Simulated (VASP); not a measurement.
## Sc: single point with LDA

Crystal: Sc.

```
CELL_PARAMETERS angstrom
2.97337 0.00000 0.00000
-1.48669 2.57502 0.00000
0.00000 0.00000 4.59213
ATOMIC_POSITIONS crystal
Sc 0.33333 0.66667 0.25000
Sc 0.66667 0.33333 0.75000
```

This cell differs from its parent crystal: volume scaled by 0.78.

```yaml
Program: VASP 6.6.1
Task: single point
Functional: LDA
Potentials_or_basis: VASP PAW LDA potentials, release 64 (Sc_sv)
Cutoff: 520 eV
k_mesh: 15 × 15 × 8
Occupations: fermi-dirac, width 0.05 eV
Spin: no spin polarisation
```

- Pressure: 22.3 GPa
- Band gap on the k mesh: zero (band 11 reaches 7.56 eV, above the bottom of band 12 at 5.07 eV)

Stress tensor (GPa, compression positive):
```
22.36  0.00  0.00
 0.00 22.36  0.00
 0.00  0.00 22.27
```

Levels at points of the mesh, in eV from the Fermi level:
```
           k point  band 8  band 9  band 10  band 11  band 12  band 13  band 14  band 15
(0.00, 0.00, 0.00)  -26.40   -5.48    -2.20     1.86     1.86     1.99     2.36     2.59
(0.00, 0.00, 0.50)  -26.57   -3.49    -3.49     1.21     1.21     1.72     1.72     1.72
```

Run time: 38 s on 1 thread of AMD EPYC 9R45 96-Core Processor (Zen 5) (shared host), peak memory 0.16 GiB.
